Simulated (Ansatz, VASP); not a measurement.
## SiC3 in VASP and in Ansatz

```
CELL_PARAMETERS angstrom
1.40485 0.81109 4.64682
-1.40485 0.81109 4.64682
0.00000 -1.62218 4.64682
ATOMIC_POSITIONS crystal
C 0.00862 0.00862 0.00862
C 0.48835 0.48835 0.48835
C 0.37912 0.37912 0.37912
Si 0.87391 0.87391 0.87391
```

Alike in both runs: task single point; functional PBE; k mesh 8 × 8 × 8; no spin polarisation.

|  | VASP | Ansatz |
| --- | --- | --- |
| version | VASP 6.6.1 | Ansatz 0.2.0 |
| potentials or method | VASP PAW PBE potentials, release 64 (C, Si) | plane waves, PAW |
| plane-wave cutoff (eV) | 520 | 420 |
| occupations | gaussian, width 0.01 eV | fixed |
| valence electrons in the cell | 16 | 16 |

VASP gave:

| Property | Result |
| --- | --- |
| gap on the k mesh at the Fermi level (eV) | 1.49 |
| pressure (GPa) | 8.9 |
| traceless stress, the component that is largest in VASP (GPa) | 0.98 |
| rms of the force components (eV/Å) | 0.086 |

Q: What did Ansatz give for the same quantities?

A: gap on the k mesh at the Fermi level (eV): 1.50; pressure (GPa): 8.9; traceless stress, the component that is largest in VASP (GPa): 1.02; rms of the force components (eV/Å): 0.086.

Atom by atom the forces differ by 0.016 eV/Å (rms over components).
